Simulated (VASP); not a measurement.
# Al5Si11C11N5 (P1) in VASP: single point with PBEsol

Aim: the single point of Al5Si11C11N5 with PBEsol.

Everything below comes from runs of VASP 6.6.1. Logs are shortened: lines on timing, memory, paths and dates and some standing lists are left out, and cuts for length are marked.

**1. The cell of the first run**

The typed cell holds 96 atoms: a = 9.295 Å, b = 10.735 Å, c = 10.061 Å, α = 90.00°, β = 90.00°, γ = 90.00°.

**2. Single point, PBEsol**

File INCAR:

```
PREC = Accurate
ENCUT = 520
EDIFF = 1E-6
ISMEAR = -1
SIGMA = 0.05
LREAL = Auto
LASPH = T
NELM = 100
ALGO = Normal
ISIF = 2
LWAVE = F
LCHARG = T
GGA = PS
LELF = T
LVHAR = T
NBANDS = 246
ISYM = 0
```

File KPOINTS:

```
Automatic mesh
0
Gamma
  1 1 1
  0.25 0.25 0.25
```

File POSCAR:

```
Al5Si11C11N5
1.0
    9.2947157780      0.0000000000      0.0000000000
    0.0000000000     10.7350468374      0.0000000000
    0.0000000000      0.0000000000     10.0612094239
Al Si C N
15 33 33 15
Direct
    0.1695170000      0.0809510000      0.2490990000
    0.1671190000      0.0820620000      0.7472800000
    0.4950290000      0.0837710000      0.7467210000
    0.3370030000      0.3326900000      0.2516870000
    0.9961920000      0.8340470000      0.7500540000
    0.5042330000      0.5887310000      0.7461150000
    0.6704900000      0.8374030000      0.7509100000
    0.3339480000      0.1695480000      0.5045540000
    0.9948950000      0.6674290000      0.5031360000
    0.9965400000      0.6674480000      0.9955140000
    0.1651400000      0.9143290000      0.9985900000
    0.8333930000      0.4149730000      0.9961490000
    0.4995250000      0.9156130000      0.5070760000
    0.4961440000      0.9161780000      0.9923300000
    0.8326130000      0.9190820000      0.4997290000
    0.9956220000      0.3339400000      0.2494400000
    0.9995420000      0.3293980000      0.7483390000
    0.4986280000      0.0861280000      0.2530480000
    0.3369330000      0.3329330000      0.7449610000
    0.1638920000      0.5837120000      0.2474270000
    0.1651280000      0.5840900000      0.7494710000
    0.0076300000      0.8298300000      0.2549750000
    0.8350870000      0.0893080000      0.2497690000
    0.8337680000      0.0857220000      0.7472330000
    0.6690680000      0.3333070000      0.2508030000
    0.6651060000      0.3285060000      0.7438590000
    0.5060310000      0.5829830000      0.2493510000
    0.3306740000      0.8318970000      0.2526560000
    0.3301770000      0.8303280000      0.7444960000
    0.8325060000      0.5802250000      0.2543760000
    0.8312960000      0.5821270000      0.7476470000
    0.6655840000      0.8339010000      0.2517050000
    0.0051660000      0.1666730000      0.4996680000
    0.0050570000      0.1656530000      0.9999230000
    0.3340310000      0.1648170000      0.0019240000
    0.1708570000      0.4169530000      0.4993800000
    0.1673090000      0.4174490000      0.9990480000
    0.6631970000      0.1674770000      0.4995890000
    0.6639250000      0.1653700000      0.0001670000
    0.4991400000      0.4161940000      0.5040720000
    0.5020970000      0.4195890000      0.0006970000
    0.3322920000      0.6657050000      0.4978950000
    0.3349390000      0.6646990000      0.0000660000
    0.1610400000      0.9179950000      0.5038590000
    0.8315370000      0.4165940000      0.5027720000
    0.6739110000      0.6696100000      0.5018030000
    0.6704180000      0.6699280000      0.0003870000
    0.8334560000      0.9165180000      0.9995860000
    0.9933070000      0.1724040000      0.1866090000
    0.9913910000      0.1710640000      0.6831540000
    0.3440720000      0.1655800000      0.1816580000
    0.3309960000      0.1788050000      0.6983610000
    0.9973080000      0.6623220000      0.1968350000
    0.9990500000      0.6538010000      0.6983260000
    0.6669560000      0.1645900000      0.1863000000
    0.6730050000      0.1672040000      0.6855210000
    0.5106320000      0.4221490000      0.1826260000
    0.5017950000      0.4149350000      0.6912920000
    0.3377190000      0.6635030000      0.1904470000
    0.3250520000      0.6631650000      0.6798190000
    0.1712280000      0.9049470000      0.1931360000
    0.1717370000      0.9090570000      0.6850470000
    0.8329510000      0.4167140000      0.1914500000
    0.8331580000      0.4147140000      0.6946200000
    0.6688730000      0.6688070000      0.1874520000
    0.6772320000      0.6661650000      0.6833660000
    0.4911570000      0.9105350000      0.7000910000
    0.1613200000      0.0797940000      0.4438800000
    0.1722240000      0.0901800000      0.9444880000
    0.0038610000      0.3377570000      0.4390340000
    0.0121870000      0.3318370000      0.9337820000
    0.5085380000      0.0841670000      0.4330920000
    0.3339440000      0.3482690000      0.4434580000
    0.1807090000      0.5759360000      0.9362430000
    0.0050910000      0.8363460000      0.4360590000
    0.9894100000      0.8380880000      0.9439730000
    0.8296750000      0.0868380000      0.9381060000
    0.6649770000      0.3346400000      0.4392360000
    0.8235680000      0.5758960000      0.4373500000
    0.6647090000      0.8261280000      0.4311470000
    0.6714780000      0.8310710000      0.9504340000
    0.1601170000      0.4211650000      0.1835220000
    0.1670640000      0.4189880000      0.6873550000
    0.4974280000      0.9147260000      0.1945990000
    0.8307370000      0.9223480000      0.1936180000
    0.8329080000      0.9310900000      0.6874300000
    0.5006730000      0.0929880000      0.9461240000
    0.3387160000      0.3408990000      0.9413780000
    0.1767250000      0.5785930000      0.4327610000
    0.8327790000      0.0958730000      0.4317080000
    0.6524440000      0.3292290000      0.9335590000
    0.4978790000      0.5850020000      0.4365320000
    0.5031450000      0.5830090000      0.9456240000
    0.3289290000      0.8214300000      0.4328630000
    0.3347620000      0.8173410000      0.9334050000
    0.8165950000      0.5812830000      0.9327590000
```

Potentials or basis: VASP PAW PBE potentials, release 64 (Al, Si, C, N).

Command:

```
> cat potpaw_PBE.64/Al/POTCAR potpaw_PBE.64/Si/POTCAR potpaw_PBE.64/C/POTCAR potpaw_PBE.64/N/POTCAR > POTCAR
> mpirun -np 1 vasp_std > vasp.out
```

OUTCAR:

```text
PREC = Accurate
   ENCUT = 520
   EDIFF = 1E-6
   ISMEAR = -1
   LREAL = Auto
   LASPH = T
   NELM = 100
   ISIF = 2
   GGA = PS
   ISYM = 0

 ion  position               nearest neighbor table
   1  0.170  0.081  0.249-  68 1.96  61 1.97  51 1.98  49 2.01  35 3.06  18 3.06  28 3.06  34 3.07
                            22 3.09  33 3.09  11 3.09  44 3.10  23 3.11   4 3.12   8 3.14  16 3.16
   2  0.167  0.082  0.747-  52 1.91  62 1.96  69 1.99  50 2.00  44 3.02   8 3.04   3 3.05  33 3.05
                            17 3.08  34 3.09  29 3.10  24 3.10   5 3.10  11 3.10  19 3.12  35 3.12
   3  0.495  0.084  0.747-  52 1.90  67 1.92  56 1.98  87 2.01   8 3.00  13 3.01   2 3.05  19 3.05
                            14 3.06  26 3.07  38 3.07  35 3.10   7 3.11  39 3.12  29 3.12  24 3.15
   4  0.337  0.333  0.252-  51 1.93  73 1.94  57 2.00  82 2.02  18 3.04  36 3.07  40 3.09  25 3.09
                             8 3.09  35 3.09  41 3.10  27 3.11   1 3.12  37 3.13  20 3.14  16 3.17
   5  0.996  0.834  0.750-  62 1.93  86 1.95  76 1.95  54 2.00   7 3.03  44 3.05  10 3.05   9 3.06
                            48 3.06  11 3.08  15 3.08  24 3.10   2 3.10  29 3.11  31 3.11  21 3.11
   6  0.504  0.589  0.746-  66 1.92  58 1.95  60 1.96  93 2.01  31 3.04  46 3.05  29 3.06  40 3.06
                            42 3.08   7 3.08  43 3.11  47 3.11  41 3.14  21 3.15  19 3.16  26 3.17
   7  0.670  0.837  0.751-  67 1.91  86 1.92  66 1.96  81 2.01   5 3.03  14 3.04  13 3.04  48 3.05
                            24 3.07  15 3.07   6 3.08  46 3.09  47 3.09   3 3.11  31 3.12  29 3.16
   8  0.334  0.170  0.505-  52 1.95  68 1.97  72 2.00  73 2.01  19 2.99   3 3.00   2 3.04  33 3.06
                            36 3.06  40 3.06  38 3.06   4 3.09  18 3.09  13 3.13   1 3.14  44 3.14
   9  0.995  0.667  0.503-  75 1.94  54 1.97  79 1.98  89 2.07  46 2.98  31 3.03  22 3.05   5 3.06
[... 11 lines left out ...]
  15  0.833  0.919  0.500-  86 1.89  75 1.94  80 1.98  90 2.02  44 3.05  46 3.06  24 3.07   7 3.07
                            32 3.08   5 3.08   9 3.09  38 3.10  13 3.10  22 3.10  33 3.10  23 3.11
  16  0.996  0.334  0.249-  49 1.85  63 1.85  70 1.91  82 1.91  23 3.02  25 3.04  30 3.05  12 3.09
                            33 3.09  34 3.09  45 3.10  20 3.10  37 3.11  36 3.13   1 3.16   4 3.17
  17  1.000  0.329  0.748-  50 1.82  71 1.87  64 1.88  83 1.93  24 3.04  33 3.05  45 3.07  12 3.07
                             2 3.08  34 3.08  26 3.11  37 3.11  36 3.11  31 3.13  19 3.14  21 3.14
  18  0.499  0.086  0.253-  72 1.81  51 1.82  55 1.90  84 1.93  38 3.04   4 3.04   1 3.06  35 3.07
                             8 3.09  25 3.09  39 3.09  32 3.12  23 3.13  13 3.14  28 3.14  14 3.20
  19  0.337  0.333  0.745-  52 1.72  58 1.85  83 1.92  88 1.98   8 2.99  40 2.99  36 3.05  26 3.05
                             3 3.05   2 3.12  21 3.13  17 3.14  41 3.14  37 3.14   6 3.16
  20  0.164  0.584  0.247-  53 1.84  82 1.86  89 1.87  59 1.92  22 3.02  37 3.07  43 3.08  30 3.08
                            28 3.08  42 3.09  36 3.10  16 3.10  10 3.11   4 3.14   9 3.15
  21  0.165  0.584  0.749-  54 1.79  60 1.85  83 1.88  74 1.89  29 3.06  10 3.06   9 3.07  37 3.08
                            36 3.09  42 3.10  43 3.10  31 3.10   5 3.11  19 3.13  17 3.14   6 3.15
  22  0.008  0.830  0.255-  75 1.82  61 1.83  53 1.89  85 2.02  28 3.00  20 3.02  44 3.03   9 3.05
                             1 3.09  11 3.10  15 3.10  30 3.14  10 3.14
  23  0.835  0.089  0.250-  90 1.83  49 1.83  55 1.87  85 1.88  16 3.02  25 3.04  34 3.08  39 3.08
                            33 3.08  38 3.09  15 3.11   1 3.11  48 3.13  18 3.13
  24  0.834  0.086  0.747-  86 1.77  56 1.84  50 1.84  77 1.92  17 3.04  26 3.04  15 3.07   7 3.07
                            38 3.08  33 3.08   5 3.10   2 3.10  39 3.11  34 3.12  48 3.12   3 3.15
  25  0.669  0.333  0.251-  63 1.87  57 1.88  78 1.90  55 1.92  16 3.04  23 3.04  30 3.06  38 3.07
                            27 3.08  45 3.08   4 3.09  18 3.09  41 3.10  39 3.10  12 3.11  40 3.13
  26  0.665  0.329  0.744-  56 1.83  58 1.86  64 1.88  91 1.91  38 3.00  40 3.01  45 3.03  24 3.04
                            19 3.05   3 3.07  17 3.11  39 3.12  12 3.12  31 3.13   6 3.17
  27  0.506  0.583  0.249-  57 1.85  65 1.88  59 1.88  92 1.88  30 3.04  41 3.06  32 3.07  47 3.08
                            25 3.08  43 3.10  42 3.11   4 3.11  46 3.12  40 3.13  28 3.13
  28  0.331  0.832  0.253-  61 1.78  94 1.82  84 1.88  59 1.91  22 3.00  42 3.04   1 3.06  20 3.08
                            43 3.11  11 3.11  32 3.11  44 3.12  27 3.13  13 3.13  18 3.14  14 3.17
  29  0.330  0.830  0.744-  67 1.78  62 1.80  95 1.91  60 1.91  13 3.00  44 3.04  42 3.05  21 3.06
                             6 3.06  14 3.07   2 3.10   5 3.11  11 3.11   3 3.12  43 3.13   7 3.16
  30  0.833  0.580  0.254-  79 1.84  53 1.86  63 1.87  65 1.92  27 3.04  46 3.05  16 3.05  45 3.05
[... 357 lines left out ...]
   ISYM   =      0    0-nonsym 1-usesym 2-fastsym
   POTIM  = 0.5000    time-step for ionic-motion
   TEBEG  =    0.0;   TEEND  =   0.0 temperature during run
   PSTRESS=    0.0 pullay stress
   NELECT =     384.0000    total number of electrons
   NUPDOWN=      -1.0000    fix difference up-down
   EMIN   =  10.00;   EMAX   =-10.00  energy-range for DOS
   EFERMI =   0.00;   METHOD = LEGACY
   ISMEAR =    -1;   SIGMA  =   0.05  broadening in eV -4-tet -1-fermi 0-gaus
   EFERMI_NEDOS =   21; number of points for ismear=-14 and -15
   IALGO  =     38    algorithm
   IMIX   =      4    mixing-type and parameters
     AMIX     =   0.40;   BMIX     =  1.00
     AMIX_MAG =   1.60;   BMIX_MAG =  1.00
  volume/ion in A,a.u.               =      10.46        70.57
  Fermi-wavevector in a.u.,A,eV,Ry     =   1.188380  2.245712 19.214772  1.412246
  Thomas-Fermi vector in A             =   2.324510
   LORBIT       =      0    0 simple, 1 ext, 2 COOP (PROOUT), +10 PAW based schemes
   GGA     = PS    functional components
   LHFCALC =     F    Hartree Fock is set to
   AEXX    =    0.0000 exact exchange contribution
   IVDW    =     0    specifies the selected vdW correction
   LEPSILON=     F    determine dielectric tensor
   LRPA    =     F    only Hartree local field effects (RPA)
 non-spin polarized calculation
  energy-cutoff  :      520.00
  volume of cell :     1003.90
 maximum number of plane-waves:     27032
 NGX is ok and might be reduce to    70
   NGX = 35   NGY = 39   NGZ = 37

 number of electron     384.0000012 magnetization

 Free energy of the ion-electron system (eV)
  ---------------------------------------------------
  ext. energy  EPLUGINS =         0.00000000
  ---------------------------------------------------
  free energy    TOTEN  =      -741.75545763 eV

  energy without entropy =     -741.75545763  energy(sigma->0) =     -741.75545763

 E-fermi :   9.3252     XC(G=0): -11.3515

 val. band max:        8.2031707025   @ k =  -0.2500   0.2500  -0.2500
 cond. band min:      10.4406688197   @ k =  -0.2500  -0.2500   0.2500
 fundamental gap:      2.2374981172
 Fermi energy:         9.3251565730

 k-point     1 :       0.2500    0.2500    0.2500
  band No.  band energies     occupation
      1      -9.6939      2.00000
      2      -9.4058      2.00000
      3      -9.0137      2.00000
      4      -8.8667      2.00000
      5      -8.7692      2.00000
      6      -8.6726      2.00000
[... 817 lines left out ...]
    203      11.4516      0.00000
    204      11.5610      0.00000
 [bands above 204 left out]

------------------------ aborting loop because EDIFF is reached ----------------------------------------

  FORCE on cell =-STRESS in cart. coord.  units (eV):
  Direction    XX          YY          ZZ          XY          YZ          ZX
  --------------------------------------------------------------------------------------
  -------------------------------------------------------------------------------------
  Total        1.6143591      1.7084863      1.5480170     -1.0109443     -0.7787209      0.4842660
  in kB        2.5764427      2.7266653      2.4705638     -1.6134204     -1.2428026      0.7728662
  external PRESSURE =       2.5912239 kB  Pullay stress =       0.0000000 kB

 VOLUME and BASIS-vectors are now :
 -----------------------------------------------------------------------------
  energy-cutoff  :      520.00
  volume of cell :     1003.90
      direct lattice vectors                 reciprocal lattice vectors
     9.294715778  0.000000000  0.000000000     0.107588013  0.000000000  0.000000000
     0.000000000 10.735046837  0.000000000     0.000000000  0.093152831  0.000000000
     0.000000000  0.000000000 10.061209424     0.000000000  0.000000000  0.099391630

 POSITION                                       TOTAL-FORCE (eV/Angst)
 -----------------------------------------------------------------------------------
      1.57561      0.86901      2.50624        -0.000561      0.010975     -0.020416
      1.55332      0.88094      7.51854        -0.010964     -0.008543     -0.005768
      4.60115      0.89929      7.51292         0.007093      0.026026      0.020080
      3.13235      3.57144      2.53228         0.001668      0.009923      0.008106
      9.25932      8.95353      7.54645        -0.008718      0.006269      0.015614
      4.68670      6.32005      7.50682        -0.015841     -0.002157      0.022310
[... 88 lines left out ...]
      3.11152      8.77419      9.39118        -0.009352      0.024858     -0.015550
      7.59002      6.24010      9.38468         0.019079     -0.014173     -0.010763
 -----------------------------------------------------------------------------------
    total drift:                                0.030372      0.047891      0.067275

  FREE ENERGIE OF THE ION-ELECTRON SYSTEM (eV)
  ---------------------------------------------------
  free  energy   TOTEN  =      -741.7554576274 eV

  energy  without entropy=     -741.7554576268  energy(sigma->0) =     -741.75545763
```

Run time: 33 min. Hardware: 1 thread of Intel Xeon Platinum 8259CL at 2.50GHz (Skylake/Cascade Lake), shared host; peak memory 1.3 GiB.

Results:

```yaml
Free_energy: -741.7555 eV
Pressure: 0.3 GPa
Largest_force: 0.048 eV/Å
Band_gap_on_the_k_mesh: 2.24 eV (least direct gap 2.25 eV)
```

Forces on the atoms (eV/Å):
```
Al  -0.001  0.011 -0.020
Al  -0.011 -0.009 -0.006
Al   0.007  0.026  0.020
Al   0.002  0.010  0.008
Al  -0.009  0.006  0.016
Al  -0.016 -0.002  0.022
Al   0.016 -0.011  0.003
Al   0.012  0.008 -0.002
Al   0.014 -0.017  0.001
Al  -0.001 -0.021 -0.005
Al   0.014 -0.011 -0.001
Al  -0.001  0.009 -0.010
Al   0.000 -0.006 -0.009
Al  -0.004  0.013  0.002
Al  -0.013  0.018  0.006
Si   0.025  0.006 -0.010
Si   0.017  0.010  0.012
Si   0.010 -0.003 -0.012
Si  -0.001  0.042  0.021
Si   0.028 -0.008  0.002
Si   0.013 -0.003  0.014
Si   0.005 -0.004 -0.028
Si   0.013 -0.001 -0.005
Si   0.016  0.003  0.005
Si  -0.006 -0.003  0.001
Si   0.007  0.004  0.022
Si   0.002 -0.009  0.007
Si   0.035  0.001  0.001
Si   0.009 -0.035  0.032
Si   0.002 -0.005 -0.004
Si   0.001 -0.007  0.032
Si   0.004 -0.009 -0.015
Si  -0.018  0.002 -0.008
Si  -0.005 -0.004 -0.001
Si   0.020 -0.005 -0.030
Si  -0.014  0.023 -0.004
Si  -0.007 -0.001  0.016
Si   0.001 -0.010 -0.005
Si  -0.014  0.005 -0.010
Si   0.004 -0.007 -0.011
Si   0.002  0.003 -0.009
Si  -0.014 -0.014  0.007
Si  -0.012  0.014  0.000
Si   0.009 -0.008  0.002
Si   0.003  0.001  0.002
Si  -0.014 -0.007 -0.007
Si  -0.001 -0.039 -0.008
Si  -0.016  0.007  0.002
C    0.033 -0.004  0.017
C    0.004 -0.030  0.009
C   -0.030  0.012  0.018
C    0.017 -0.034 -0.025
C   -0.021  0.015 -0.007
C   -0.017  0.011 -0.021
C   -0.018  0.003  0.016
C   -0.012 -0.024  0.015
C   -0.017  0.003  0.008
C    0.000  0.018  0.001
C   -0.005 -0.001  0.008
C    0.006 -0.001  0.009
C   -0.017  0.031 -0.024
C   -0.011  0.032  0.001
C   -0.014  0.002 -0.019
C   -0.006  0.011 -0.017
C    0.005  0.011  0.002
C    0.000  0.033  0.010
C    0.007  0.010  0.000
C    0.012  0.016 -0.012
C   -0.028 -0.027  0.011
C   -0.003 -0.008  0.004
C   -0.020 -0.007  0.001
C   -0.036 -0.006  0.031
C    0.005 -0.044 -0.008
C   -0.020  0.019  0.012
C   -0.011 -0.006  0.018
C    0.030 -0.008 -0.010
C    0.010 -0.006 -0.016
C   -0.002  0.011  0.000
C    0.006  0.005  0.013
C   -0.011  0.008  0.007
C   -0.010  0.036 -0.002
N   -0.003 -0.024  0.008
N   -0.011  0.004  0.009
N   -0.013 -0.008 -0.008
N   -0.003  0.016 -0.007
N   -0.001 -0.030  0.002
N   -0.021 -0.015 -0.031
N    0.016 -0.017 -0.014
N   -0.024  0.001  0.015
N    0.018 -0.011  0.017
N    0.017  0.001 -0.019
N    0.033  0.006 -0.005
N    0.031  0.003 -0.030
N    0.010  0.018  0.004
N   -0.009  0.025 -0.016
N    0.019 -0.014 -0.011
```

Levels at points of the mesh, in eV from the valence-band top:
| k point | band 189 | band 190 | band 191 | band 192 | band 193 | band 194 | band 195 | band 196 |
| --- | --- | --- | --- | --- | --- | --- | --- | --- |
| (0.25, 0.25, 0.25) | -0.35 | -0.26 | -0.18 | -0.06 | 2.30 | 2.49 | 2.60 | 2.65 |

Caveat: the PAW data sets were made with another functional, which shifts forces and pressure a little; a shifted mesh leaves out Γ, where band edges can lie. A k mesh can miss the band edges.
